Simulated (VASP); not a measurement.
Ta3Os, 4 atoms in the cell. The structure is cubic, space group Fm-3m (No. 225). Conventional cell: a = 6.343 Å, b = 6.343 Å, c = 6.343 Å, α = 90.00°, β = 90.00°, γ = 90.00°. Within 3.6 Å of Ta (site symmetry -43m) lie 10 Ta at 2.75 to 3.17 Å and 4 Os at 2.75 Å. Within 3.6 Å of Ta (site symmetry m-3m) lie 8 Ta at 2.75 Å and 6 Os at 3.17 Å. Os (site symmetry m-3m) has 14 Ta at 2.75 to 3.17 Å within 3.6 Å. 

* Program: VASP 6.6.1
* Task: single point
* Functional: PBEsol
* Dispersion: D3(BJ)
* Potentials or basis: VASP PAW PBE potentials, release 64 (Ta_pv, Os)
* Cutoff: 600 eV
* k mesh: 6 × 6 × 6
* Occupations: methfessel-paxton, width 0.1 eV
* Spin: no spin polarisation
* Dipole correction: no
* Further INCAR settings: ALGO = Normal; EDIFF = 1e-06; NBANDS = 28

Potentials or basis: VASP PAW PBE potentials, release 64 (Ta_pv, Os).

Command:

```sh
$ cat potpaw_PBE.64/Ta_pv/POTCAR potpaw_PBE.64/Os/POTCAR > POTCAR
$ mpirun -np 1 vasp_std > vasp.out
```

Hardware: 1 thread of Intel(R) Xeon(R) 6975P-C (Granite Rapids), on a shared host.

Task: Estimate the wall time of this run.

Result: It took 16 s on 1 thread of Intel(R) Xeon(R) 6975P-C (Granite Rapids), on a shared host, peak memory 0.22 GiB. Counts: scf iterations 14, k points 16.
